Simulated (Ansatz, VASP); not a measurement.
## Two plane-wave programs on LiH

```
Li H
1.0
     2.69062    0.00000    0.00000
     0.00000    2.69062    0.00000
     0.00000    0.00000    4.35998
Li H
1 1
Direct
  0.00000 0.00000 0.00000
  0.50000 0.50000 0.00000
```

Alike in both runs: functional PBE; k mesh 14 × 14 × 8; occupations gaussian, width 0.02 eV; no spin polarisation.

Ansatz relaxed the structure, and its values are those at the end. VASP's run is a single point on that final structure, the one shown.

|  | VASP | Ansatz |
| --- | --- | --- |
| version | VASP 6.6.1 | Ansatz 0.2.0 |
| potentials or method | VASP PAW PBE potentials, release 64 (Li_sv, H), cutoff 520 eV | scalar-relativistic, plane waves, PAW |
| valence electrons in the cell | 4 | 4 |

Ansatz gave:

```
gap on the k mesh at the Fermi level (eV) : 0.32
least direct gap on the mesh (eV)         : 4.54
```

Q: Which values does VASP return?

A: gap on the k mesh at the Fermi level (eV): 0.32; least direct gap on the mesh (eV): 4.53.

The functional is the same, so the differences come from potentials, cutoffs and numerics.

Noted on VASP's run: the cutoff is short for stress, so the pressure is rough.
